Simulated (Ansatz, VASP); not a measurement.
## SrTiO3 in VASP and in Ansatz

```
Sr Ti O
1.0
     3.93641    0.00000    0.00000
     0.00000    3.93641    0.00000
     0.00000    0.00000    3.93641
Sr Ti O
1 1 3
Direct
  0.00000 0.00000 0.00000
  0.50000 0.50000 0.50000
  0.00000 0.50000 0.50000
  0.50000 0.00000 0.50000
  0.50000 0.50000 0.00000
```

Alike in both runs: functional PBE; k mesh 8 × 8 × 8; occupations gaussian, width 0.02 eV; no spin polarisation.

Ansatz relaxed the structure, and its values are those at the end. VASP's run is a single point on that final structure, the one shown.

```csv
,VASP,Ansatz
version,VASP 6.6.1,Ansatz 0.2.0
potentials or method,"VASP PAW PBE potentials, release 64 (Sr_sv, Ti_sv, O), cutoff 520 eV","scalar-relativistic, plane waves, PAW"
valence electrons in the cell,40,40
```

VASP gave:

- gap on the k mesh at the Fermi level (eV): 1.81
- least direct gap on the mesh (eV): 2.18
- pressure (GPa): 0.7

Which values does Ansatz return?

gap on the k mesh at the Fermi level (eV): 1.85; least direct gap on the mesh (eV): 2.20; pressure (GPa): 0.0.
